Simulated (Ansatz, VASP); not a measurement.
Given: the input of a run of Ansatz 0.2.0 on Ti.

input.yaml

```yaml
crystal:
  lattice:
    - [4.5673748306, 0.0, 0.0]
    - [-2.2836874153, 3.9554626319, 0.0]
    - [0.0, 0.0, 2.82624427]
  atoms:
    - { symbol: Ti, position: [0.6666666667, 0.3333333333, 0.5] }
    - { symbol: Ti, position: [0.3333333333, 0.6666666667, 0.5] }
    - { symbol: Ti, position: [0.0, 0.0, 0.0] }
hamiltonian:
  xc: revpbe
  pseudopotentials: { kind: paw }
kpoints:
  mp_grid: { grid: [7, 7, 9] }
scf:
  occupations: { method: fermi_dirac, width: 0.05 }
output:
  forces: true
  stress: true
  eigenvalues: true
relax:
  f_tol: 0.01
  max_steps: 40
  cell: { stress_tol: 0.05 }
```

Potentials or basis: Ansatz PAW.

Command:

```sh
$ ansatz run input.yaml --threads 1 --pin off --max-ram 3584MiB --backend cpu --events-out ev --progress --plain --runs-dir out
```

Problem. Set up the same calculation for VASP 6.6.1. Potentials there: VASP PAW PBE potentials, release 64 (Ti_sv).

Solution. As run (the cutoff follows the program's own potentials):

File INCAR:

```
PREC = Accurate
ENCUT = 600
EDIFF = 1E-7
ISMEAR = -1
SIGMA = 0.05
LREAL = F
LASPH = T
NELM = 100
ALGO = Fast
ISIF = 3
LWAVE = F
LCHARG = F
GGA = RE
IBRION = 2
NSW = 60
EDIFFG = -0.01
```

File KPOINTS:

```
regular mesh
0
Gamma
  7 7 9
```

Contents of POSCAR:

```
Ti
1.0
    4.5673748306      0.0000000000      0.0000000000
   -2.2836874153      3.9554626319      0.0000000000
    0.0000000000      0.0000000000      2.8262442700
Ti
3
Direct
    0.6666666667      0.3333333333      0.5000000000
    0.3333333333      0.6666666667      0.5000000000
    0.0000000000      0.0000000000      0.0000000000
```

Potentials or basis: VASP PAW PBE potentials, release 64 (Ti_sv).

Run with:

```bash
$ cat potpaw_PBE.64/Ti_sv/POTCAR > POTCAR
$ mpirun -np 1 vasp_std > vasp.out
```

Both were run:

|  | VASP | Ansatz | Ansatz less VASP |
| --- | --- | --- | --- |
| gap on the k mesh at the Fermi level, each at its own relaxed structure (eV) | none | none | - |
| relaxed volume (Å³/atom) | 17.46 | 17.51 | +0.048 |
| relaxed cell length with the largest relative difference (Å) | 4.610 | 4.614 | +0.0047 |

VASP's potentials were made for PBE, not for revPBE. A gap of «none» marks a metal or a gap that the smearing closes.

Noted on Ansatz's run: the plane-wave basis is chosen anew once the cell has moved, so the energies of steps on either side of that aren't comparable.
